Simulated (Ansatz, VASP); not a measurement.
Two plane-wave programs on Sc4Mo

Contents of INCAR:

```
  PREC = Accurate
  ENCUT = 600
  EDIFF = 1E-6
  ISMEAR = 0
  SIGMA = 0.1
  LREAL = F
  LASPH = T
  NELM = 100
  ALGO = Fast
  ISIF = 3
  LWAVE = F
  LCHARG = F
  GGA = PE
  IBRION = 2
  NSW = 90
  EDIFFG = -0.04
```

KPOINTS

```
regular mesh
0
Gamma
  6 6 4
```

The input POSCAR:

```
Sc4Mo
1.0
    4.9112951100      0.0000000000      0.0000000000
   -2.4556475600      4.2533063300      0.0000000000
    0.0000000000      0.0000000000      5.3462781500
Sc Mo
4 1
Direct
    0.3333333300      0.6666666700      0.5000000000
    0.6666666700      0.3333333300      0.5000000000
    0.3333333300      0.6666666700      0.0000000000
    0.6666666700      0.3333333300      0.0000000000
    0.0000000000      0.0000000000      0.5000000000
```

Input for Ansatz:

```yaml
crystal:
  lattice:
    - [4.91129511, 0.0, 0.0]
    - [-2.45564756, 4.25330633, 0.0]
    - [0.0, 0.0, 5.34627815]
  atoms:
    - { symbol: Sc, position: [0.33333333, 0.66666667, 0.5] }
    - { symbol: Sc, position: [0.66666667, 0.33333333, 0.5] }
    - { symbol: Sc, position: [0.33333333, 0.66666667, 0.0] }
    - { symbol: Sc, position: [0.66666667, 0.33333333, 0.0] }
    - { symbol: Mo, position: [0.0, 0.0, 0.5] }
basis:
  ecutwfc: 420
kpoints:
  mp_grid: { grid: [6, 6, 4] }
hamiltonian:
  xc: pbe
scf:
  occupations: { method: gaussian, width: 0.1 }
  lower_state_search: "off"
output:
  forces: true
  stress: true
  eigenvalues: true
relax:
  adjacent_minimum: "off"
  f_tol: 0.04
  max_steps: 70
  cell: { stress_tol: 0.4 }
```

Alike in both runs: task relaxation of cell and atoms; functional PBE; k mesh 6 × 6 × 4; occupations gaussian, width 0.1 eV; no spin polarisation.

|  | VASP | Ansatz |
| --- | --- | --- |
| version | VASP 6.6.1 | Ansatz 0.2.0 |
| potentials or method | VASP PAW PBE potentials, release 64 (Sc_sv, Mo_sv), cutoff 600 eV | scalar-relativistic, plane waves, PAW |
| valence electrons in the cell | 58 | 58 |

|  | VASP | Ansatz | Ansatz less VASP |
| --- | --- | --- | --- |
| gap on the k mesh at the Fermi level, each at its own relaxed structure (eV) | none | none | - |
| relaxed volume (Å³/atom) | 23.83 | 23.72 | -0.110 |
| relaxed cell length with the largest relative difference (Å) | 5.725 | 5.713 | -0.0120 |

A gap of «none» marks a metal or a gap that the smearing closes.
